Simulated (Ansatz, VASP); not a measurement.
## One calculation of Sb, two programs

```
Sb
1.0
     2.15060    1.24165    3.74400
    -2.15060    1.24165    3.74400
     0.00000   -2.48330    3.74400
Sb
2
Cartesian
  -0.1061 -0.1061 2.9242
  0.0000 0.0000 8.6078
```

Alike in both runs: task single point; functional PBEsol; k mesh 12 × 12 × 12; occupations gaussian, width 0.15 eV; no spin polarisation.

```csv
,VASP,Ansatz
version,VASP 6.6.1,Ansatz 0.2.0
potentials or method,"VASP PAW PBE potentials, release 64 (Sb), cutoff 520 eV","scalar-relativistic, plane waves, PAW"
valence electrons in the cell,10,30
```

```tsv
	VASP	Ansatz	Ansatz less VASP
gap on the k mesh at the Fermi level (eV)	none	none	-
pressure (GPa)	-1.9	-2.0	-0.10
traceless stress, the component that is largest in VASP (GPa)	-1.58	-1.60	-0.024
rms of the force components (eV/Å)	0.125	0.138	+0.0123
```

VASP's potentials were made for PBE, not for PBEsol. Atom by atom the forces differ by 0.013 eV/Å (rms over components). A gap of «none» marks a metal or a gap that the smearing closes. VASP's potentials hold 10 valence electrons a cell and Ansatz's 30, so a difference there can come from the potentials and not from the codes.

Spin-orbit coupling is off throughout.
